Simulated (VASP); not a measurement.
Wanted: the native input for a VASP 6.6.1 run.

```yaml
Task: single point
Functional: LDA
Potentials_or_basis: VASP PAW LDA potentials, release 64 (Ni)
Cutoff: 520 eV
k_mesh: 17 × 17 × 17
Occupations: fermi-dirac, width 0.05 eV
Spin: collinear spin, ferromagnetic start
Starting_moments: "[1.0] μB"
Dipole_correction: no
Further_INCAR_settings: ALGO = Normal; EDIFF = 1e-06; NBANDS = 15
```

The structure of Ni lies in POSCAR:

```
Ni
1.0
   -1.3791026167      1.3791026167      1.3837150000
    1.3791026167     -1.3791026167      1.3837150000
    1.3883273833      1.3883273833     -1.3837150000
Ni
1
Direct
    0.0000000000      0.0000000000      0.0000000000
```

This isn't the form of Ni at room conditions, which is fcc.

One way to write it, as run:

INCAR

```
SYSTEM = Ni
PREC = Accurate
ENCUT = 520
EDIFF = 1E-6
ISMEAR = -1
SIGMA = 0.05
LREAL = .False.
LASPH = .True.
NELM = 150
ALGO = Normal
ISIF = 2
LWAVE = .False.
LCHARG = .True.
ISPIN = 2
MAGMOM = 1
LORBIT = 11
LMAXMIX = 4
GGA = CA
LELF = .True.
LVHAR = .True.
NBANDS = 15
```

KPOINTS

```
regular mesh
0
Gamma
  17 17 17
  0 0 0
```

Potentials or basis: VASP PAW LDA potentials, release 64 (Ni).

The run is started by

```sh
$ cat potpaw_LDA.64/Ni/POTCAR > POTCAR
$ mpirun -np 1 vasp_std > vasp.out
```

It gave:

```json
{
  "Pressure": "-10.9 GPa",
  "Net moment": "0.41 μB per cell",
  "Site moments": "Ni +0.41 μB",
  "Valence electrons inside the program's atomic spheres": "Ni 9.37"
}
```

Caveat: the cell stands under tension.

It took 4.8 min on 1 thread of Intel Xeon 8259CL, with other jobs on the host, peak memory 0.28 GiB.
